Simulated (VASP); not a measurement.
# CoIr6Pt9: single point with PBEsol

The system is CoIr6Pt9.

```
Co Ir Pt
1.0
    -3.86618    3.85781   -3.85696
     3.86999    3.86343    3.85877
     3.87053   -3.85963   -3.86312
Co Ir Pt
1 6 9
Direct
  0.75599 0.49903 0.74802
  0.99647 0.25683 0.74916
  0.24753 0.25306 0.50208
  0.99659 0.50015 0.50600
  0.75494 0.75200 0.50341
  0.75491 0.25432 0.00101
  0.24311 0.74380 0.99293
  0.24945 0.00013 0.74971
  0.50541 0.01093 0.50628
  0.50113 0.74686 0.74740
  0.75096 0.00438 0.25347
  0.50552 0.25730 0.25997
  0.99891 0.99620 0.99599
  0.24947 0.50067 0.24928
  0.99893 0.74699 0.24522
  0.50114 0.49822 0.99596
```

```json
{
 "Program": "VASP 6.6.1",
 "Task": "single point",
 "Functional": "PBEsol",
 "Potentials or basis": "VASP PAW PBE potentials, release 64 (Co, Ir, Pt)",
 "Cutoff": "520 eV",
 "k mesh": "3 × 3 × 3",
 "Occupations": "gaussian, width 0.1 eV",
 "Spin": "collinear spin, ferromagnetic start",
 "Starting moments": "[3.0, 0.0, 0.0, 0.0, 0.0, 0.0, 0.0, 0.0, 0.0, 0.0, 0.0, 0.0, 0.0, 0.0, 0.0, 0.0] μB"
}
```

```
Pressure                                              : -0.1 GPa
Largest force                                         : 0.033 eV/Å
Net moment                                            : 3.14 μB per cell
Site moments                                          : Co +1.77; Ir +0.17, +0.08 (each value once); Pt +0.06, +0.12, +0.07, +0.02, +0.09 (each value once) μB
Valence electrons inside the program's atomic spheres : Co 8.07; Ir 8.28, 8.26, 8.27 (each value once); Pt 9.41, 9.40 (each value once)
```

Forces on the atoms (eV/Å):
```
Co   0.003  0.000 -0.002
Ir  -0.010 -0.015 -0.021
Ir  -0.028 -0.002 -0.002
Ir  -0.013  0.019  0.022
Ir  -0.004 -0.021  0.025
Ir  -0.004 -0.021  0.019
Ir   0.029  0.013 -0.011
Pt   0.003  0.021 -0.010
Pt   0.011  0.000  0.002
Pt   0.001  0.017  0.001
Pt  -0.020 -0.007  0.010
Pt   0.009 -0.011  0.002
Pt   0.010 -0.004 -0.010
Pt   0.001  0.013 -0.016
Pt   0.004  0.001  0.005
Pt   0.008 -0.004 -0.011
```

Stress tensor (GPa, compression positive):
```
-0.06 -0.02  0.04
-0.02 -0.09 -0.06
 0.04 -0.06 -0.07
```

Levels at points of the mesh, in eV from the Fermi level:
Spin up:
| k point | band 76 | band 77 | band 78 | band 79 | band 80 | band 81 | band 82 | band 83 |
| --- | --- | --- | --- | --- | --- | --- | --- | --- |
| (0.00, 0.00, 0.00) | 0.26 | 0.52 | 0.62 | 0.63 | 1.19 | 1.22 | 1.50 | 1.51 |
Spin down:
```
           k point  band 74  band 75  band 76  band 77  band 78  band 79
(0.00, 0.00, 0.00)     0.52     0.58     0.59     0.62     0.72     1.02
```

Wall time 83 min on 1 thread of Oxide Virtual Turin-like Processor, with other jobs on the host, peak memory 0.66 GiB.

Caveat: the k points lie up to 0.38 Å⁻¹ apart; the PAW data sets were made with another functional, which shifts forces and pressure a little; spin-orbit coupling is left out, which moves the levels of the heavy elements.
